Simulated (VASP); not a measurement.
# CaF3 (I4/mmm) in VASP: single point with PBEsol

Aim: the single point of CaF3 with PBEsol.

Program: VASP 6.6.1. These are calculated values, not measurements. Logs are shortened: lines on timing, memory, paths and dates and some standing lists are left out, and cuts for length are marked.

### 1 The cell of the first run

Symmetry: I4/mmm, No. 139, tetragonal system. The conventional cell has a = 3.787 Å, b = 3.787 Å, c = 6.202 Å, α = 90.00°, β = 90.00°, γ = 90.00°. Within 3.2 Å of Ca (site symmetry 4/mmm) lie 14 F at 2.45 to 3.10 Å. F (site symmetry -4m2) has 4 Ca at 2.45 Å and 10 F at 2.45 to 3.10 Å within 3.2 Å. Within 3.2 Å of F (site symmetry 4/mmm) lie 8 F at 2.45 Å and 6 Ca at 2.68 to 3.10 Å.

### 2 Single point, PBEsol, collinear spin

INCAR

```
ALGO = Fast
EDIFF = 1E-6
ENCUT = 520
GGA = PS
ISIF = 2
ISMEAR = 0
ISPIN = 2
LASPH = True
LCHARG = False
LORBIT = 11
LREAL = False
LWAVE = False
MAGMOM = 0 0.27 0.27 0.58
NBANDS = 28
NELM = 150
PREC = Accurate
SIGMA = 0.1
```

KPOINTS

```
k-points
0
Gamma
  16 16 16
```

POSCAR

```
CaF3
1.0
   -1.8935035055      1.8935035055      3.1009017205
    1.8935035055     -1.8935035055      3.1009017205
    1.8935035055      1.8935035055     -3.1009017205
Ca F
1 3
Direct
    0.0000000000      0.0000000000      0.0000000000
    0.7500000000      0.2500000000      0.5000000000
    0.2500000000      0.7500000000      0.5000000000
    0.5000000000      0.5000000000      0.0000000000
```

Potentials or basis: VASP PAW PBE potentials, release 64 (Ca_sv, F).

On the command line:

```console
> cat potpaw_PBE.64/Ca_sv/POTCAR potpaw_PBE.64/F/POTCAR > POTCAR
> mpirun -np 1 vasp_std > vasp.out
```

OUTCAR:

```text
EDIFF = 1E-6
   ENCUT = 520
   GGA = PS
   ISIF = 2
   ISMEAR = 0
   ISPIN = 2
   LASPH = True
   LORBIT = 11
   LREAL = False
   NELM = 150
   PREC = Accurate

 ion  position               nearest neighbor table
   1  0.000  0.000  0.000-   2 2.45   3 2.45   2 2.45   3 2.45   2 2.45   3 2.45   2 2.45   3 2.45

   2  0.750  0.250  0.500-   1 2.45   1 2.45   1 2.45   1 2.45
   3  0.250  0.750  0.500-   1 2.45   1 2.45   1 2.45   1 2.45
   4  0.500  0.500  0.000-

  LATTYP: Found a body centered tetragonal cell.
 ALAT       =     3.7870070110
 C/A-ratio  =     1.6376530128

  Lattice vectors:

 A1 = (  -1.8935035055,   1.8935035055,   3.1009017205)
 A2 = (   1.8935035055,  -1.8935035055,   3.1009017205)
 A3 = (   1.8935035055,   1.8935035055,  -3.1009017205)

Analysis of symmetry for initial positions (statically):
=====================================================================
 Subroutine PRICEL returns:
 Original cell was already a primitive cell.

 Routine SETGRP: Setting up the symmetry group for a
 body centered tetragonal supercell.

 Subroutine GETGRP returns: Found 16 space group operations
 (whereof 16 operations were pure point group operations)
 out of a pool of 16 trial point group operations.

The static configuration has the point symmetry D_4h.

Analysis of symmetry for dynamics (positions and initial velocities):
=====================================================================
 Subroutine PRICEL returns:
 Original cell was already a primitive cell.

 Routine SETGRP: Setting up the symmetry group for a
 body centered tetragonal supercell.

 Subroutine GETGRP returns: Found 16 space group operations
 (whereof 16 operations were pure point group operations)
 out of a pool of 16 trial point group operations.

The dynamic configuration has the point symmetry D_4h.

Analysis of structural, dynamic, and magnetic symmetry:
=====================================================================
 Subroutine PRICEL returns:
 Original cell was already a primitive cell.

 Routine SETGRP: Setting up the symmetry group for a
 body centered tetragonal supercell.

 Subroutine GETGRP returns: Found 16 space group operations
 (whereof 16 operations were pure point group operations)
 out of a pool of 16 trial point group operations.

The overall configuration has the point symmetry D_4h.

 Subroutine INISYM returns: Found 16 space group operations
 (whereof 16 operations are pure point group operations),
 and found     1 'primitive' translations

----------------------------------------------------------------------------------------

                                     Primitive cell

  volume of cell :      44.4713

  direct lattice vectors                    reciprocal lattice vectors
    -1.893503506  1.893503506  3.100901721     0.000000000  0.264060773  0.161243420
     1.893503506 -1.893503506  3.100901721     0.264060773  0.000000000  0.161243420
     1.893503506  1.893503506 -3.100901721     0.264060773  0.264060773  0.000000000

  length of vectors
     4.097109046  4.097109046  4.097109046     0.309398663  0.309398663  0.373438327

  position of ions in fractional coordinates (direct lattice)
     0.000000000  0.000000000  0.000000000
     0.750000000  0.250000000  0.500000000
     0.250000000  0.750000000  0.500000000
     0.500000000  0.500000000  0.000000000

  ion indices of the primitive-cell ions
   primitive index   ion index
                 1           1
                 2           2
                 3           3
                 4           4

----------------------------------------------------------------------------------------

 KPOINTS: k-points

Automatic generation of k-mesh.
 Grid dimensions read from file:
 generate k-points for:   16   16   16

 Generating k-lattice:

  Cartesian coordinates                     Fractional coordinates (reciprocal lattice)
     0.000000000  0.016503798  0.010077714     0.062500000 -0.000000000  0.000000000
     0.016503798  0.000000000  0.010077714    -0.000000000  0.062500000  0.000000000
     0.016503798  0.016503798  0.000000000     0.000000000  0.000000000  0.062500000

  Length of vectors
     0.019337416  0.019337416  0.023339895

  Shift w.r.t. Gamma in fractional coordinates (k-lattice)
     0.000000000  0.000000000  0.000000000

 Subroutine IBZKPT returns following result:
 ===========================================

 Found    349 irreducible k-points:

 Following reciprocal coordinates:
            Coordinates               Weight
  0.000000  0.000000  0.000000      1.000000
  0.062500  0.000000  0.000000      8.000000
  0.125000  0.000000  0.000000      8.000000
  0.187500  0.000000  0.000000      8.000000
  0.250000  0.000000  0.000000      8.000000
  0.312500 -0.000000  0.000000      8.000000
[... 16 lines left out ...]
 -0.125000  0.062500  0.000000     16.000000
 -0.062500  0.062500  0.000000      4.000000
 [... further k-points ...]
   k-points           NKPTS =    349   k-points in BZ     NKDIM =    349   number of bands    NBANDS=     28
   number of dos      NEDOS =    301   number of ions     NIONS =      4
   total plane-waves  NPLWV =  27000
   dimension x,y,z NGX =    30 NGY =   30 NGZ =   30
   dimension x,y,z NGXF=    60 NGYF=   60 NGZF=   60
   ions per type =               1   3
   NGX,Y,Z   is equivalent  to a cutoff of  12.17, 12.17, 12.17 a.u.
   NGXF,Y,Z  is equivalent  to a cutoff of  24.35, 24.35, 24.35 a.u.
 SYSTEM =  unknown system
   PREC   = accura    normal or accurate (medium, high low for compatibility)
   ISTART =      0    job   : 0-new  1-cont  2-samecut
   ICHARG =      2    charge: 1-file 2-atom 10-const
   ISPIN  =      2    spin polarized calculation?
   LNONCOLLINEAR =      F non collinear calculations
   LSORBIT =      F    spin-orbit coupling
   LASPH  =      T    aspherical Exc in radial PAW
   ENCUT  =  520.0 eV  38.22 Ry    6.18 a.u.   7.62  7.62  7.62*2*pi/ulx,y,z
   NELM   =    150;   NELMIN=  2; NELMDL= -5     # of ELM steps
   EDIFF  = 0.1E-05   stopping-criterion for ELM
   LREAL  =      F    real-space projection
   EDIFFG = 0.1E-04   stopping-criterion for IOM
   NSW    =      0    number of steps for IOM
   IBRION =     -1    ionic relax: 0-MD 1-quasi-New 2-CG
   NFREE  =      0    steps in history (QN), initial steepest desc. (CG)
   ISIF   =      2    stress and relaxation
   ISYM   =      2    0-nonsym 1-usesym 2-fastsym
   POTIM  = 0.5000    time-step for ionic-motion
   TEBEG  =    0.0;   TEEND  =   0.0 temperature during run
   PSTRESS=    0.0 pullay stress
   NELECT =      31.0000    total number of electrons
   NUPDOWN=      -1.0000    fix difference up-down
   EMIN   =  10.00;   EMAX   =-10.00  energy-range for DOS
   EFERMI =   0.00;   METHOD = LEGACY
   ISMEAR =     0;   SIGMA  =   0.10  broadening in eV -4-tet -1-fermi 0-gaus
   EFERMI_NEDOS =   21; number of points for ismear=-14 and -15
   IALGO  =     68    algorithm
   IMIX   =      4    mixing-type and parameters
     AMIX     =   0.40;   BMIX     =  1.00
     AMIX_MAG =   1.60;   BMIX_MAG =  1.00
  volume/ion in A,a.u.               =      11.12        75.03
  Fermi-wavevector in a.u.,A,eV,Ry     =   1.451561  2.743053 28.667879  2.107030
  Thomas-Fermi vector in A             =   2.569044
   LORBIT       =     11    0 simple, 1 ext, 2 COOP (PROOUT), +10 PAW based schemes
   GGA     = PS    functional components
   LHFCALC =     F    Hartree Fock is set to
   AEXX    =    0.0000 exact exchange contribution
   IVDW    =     0    specifies the selected vdW correction
   LEPSILON=     F    determine dielectric tensor
   LRPA    =     F    only Hartree local field effects (RPA)
 spin polarized calculation
 RMM-DIIS sequential band-by-band and
 Gauss-broadening in eV      SIGMA  =   0.10
  energy-cutoff  :      520.00
  volume of cell :       44.47
 maximum number of plane-waves:      1211
   NGX = 15   NGY = 15   NGZ = 15

 number of electron      31.0000024 magnetization       1.0000095

 Free energy of the ion-electron system (eV)
  ---------------------------------------------------
  ext. energy  EPLUGINS =         0.00000000
  ---------------------------------------------------
  free energy    TOTEN  =       -18.87576804 eV

  energy without entropy =      -18.85571276  energy(sigma->0) =      -18.86574040

 E-fermi :  -0.1299     XC(G=0): -10.9659

 val. band max:       -0.1306855525   @ k =  -0.0625   0.0625   0.0625
 cond. band min:      -0.1284876307   @ k =  -0.2500  -0.3750   0.1875
 fundamental gap:      0.0021979218
 Fermi energy:        -0.1299077766

 spin component 1

 k-point     1 :       0.0000    0.0000    0.0000
  band No.  band energies     occupation
      1     -36.6234      1.00000
      2     -21.5947      1.00000
      3     -19.9344      1.00000
      4     -19.9159      1.00000
      5     -17.6541      1.00000
      6     -17.6419      1.00000
[... 19 lines left out ...]
     26      20.3403      0.00000
     27      22.1243      0.00000
[... 667 lines left out ...]
      5     -17.6560      1.00000
      6     -17.6469      1.00000
[... 19 lines left out ...]
     26      20.3210      0.00000
     27      22.1977      0.00000

 [... further k-points ...]

 spin component 2

 k-point     1 :       0.0000    0.0000    0.0000
  band No.  band energies     occupation
      1     -36.6252      1.00000
      2     -20.9418      1.00000
      3     -19.5223      1.00000
      4     -19.1996      1.00000
      5     -17.6560      1.00000
      6     -17.6450      1.00000
[... 19 lines left out ...]
     26      20.3742      0.00000
     27      22.1648      0.00000
[... 667 lines left out ...]
      5     -17.6578      1.00000
      6     -17.6500      1.00000
[... 19 lines left out ...]
     26      20.3577      0.00000
     27      22.2251      0.00000

 [... further k-points ...]

 [bands above 27 left out]

------------------------ aborting loop because EDIFF is reached ----------------------------------------

  FORCE on cell =-STRESS in cart. coord.  units (eV):
  Direction    XX          YY          ZZ          XY          YZ          ZX
  --------------------------------------------------------------------------------------
  -------------------------------------------------------------------------------------
  Total       -0.0164059     -0.0164059     -0.0060150      0.0000000     -0.0000000      0.0000000
  in kB       -0.5910581     -0.5910581     -0.2167038      0.0000000     -0.0000000      0.0000000
  external PRESSURE =      -0.4662733 kB  Pullay stress =       0.0000000 kB

 VOLUME and BASIS-vectors are now :
 -----------------------------------------------------------------------------
  energy-cutoff  :      520.00
  volume of cell :       44.47
      direct lattice vectors                 reciprocal lattice vectors
    -1.893503506  1.893503506  3.100901721     0.000000000  0.264060773  0.161243420
     1.893503506 -1.893503506  3.100901721     0.264060773  0.000000000  0.161243420
     1.893503506  1.893503506 -3.100901721     0.264060773  0.264060773  0.000000000

 POSITION                                       TOTAL-FORCE (eV/Angst)
 -----------------------------------------------------------------------------------
      0.00000      0.00000      0.00000         0.000000      0.000000     -0.000000
      0.00000      1.89350      1.55045        -0.000000      0.000000     -0.000000
      1.89350      0.00000      1.55045        -0.000000     -0.000000      0.000000
      0.00000      0.00000      3.10090         0.000000      0.000000     -0.000000
 -----------------------------------------------------------------------------------
    total drift:                                0.000000     -0.000000      0.000000

  FREE ENERGIE OF THE ION-ELECTRON SYSTEM (eV)
  ---------------------------------------------------
  free  energy   TOTEN  =       -18.8757680409 eV

  energy  without entropy=      -18.8557127594  energy(sigma->0) =      -18.86574040

 total charge

# of ion       s       p       d       tot
------------------------------------------
    1        2.013   5.853   0.182   8.048
    2        1.741   4.296   0.000   6.037
    3        1.741   4.296   0.000   6.037
    4        1.753   4.173   0.000   5.926
--------------------------------------------------
tot          7.248  18.619   0.182  26.048

 magnetization (x)

# of ion       s       p       d       tot
------------------------------------------
    1       -0.001   0.001  -0.004  -0.004
    2        0.001   0.214   0.000   0.215
    3        0.001   0.214   0.000   0.215
    4        0.003   0.494   0.000   0.497
--------------------------------------------------
tot          0.003   0.923  -0.004   0.922
```

Run time: 15 min. Hardware: 1 thread of Oxide Virtual Turin-like, shared host; peak memory 0.61 GiB.

What came out:

| Property | Result |
| --- | --- |
| Free energy | -18.8758 eV |
| Pressure | 0.0 GPa |
| Band gap on the k mesh | zero (filled and empty bands overlap) |
| Net moment | 1.00 μB per cell |
| Site moments | Ca -0.00; F +0.21, +0.50 (each value once) μB |
| Valence electrons inside the program's atomic spheres | Ca 8.05; F 6.04, 5.93 (each value once) |

Caveat: the PAW data sets were made with another functional, which shifts forces and pressure a little.
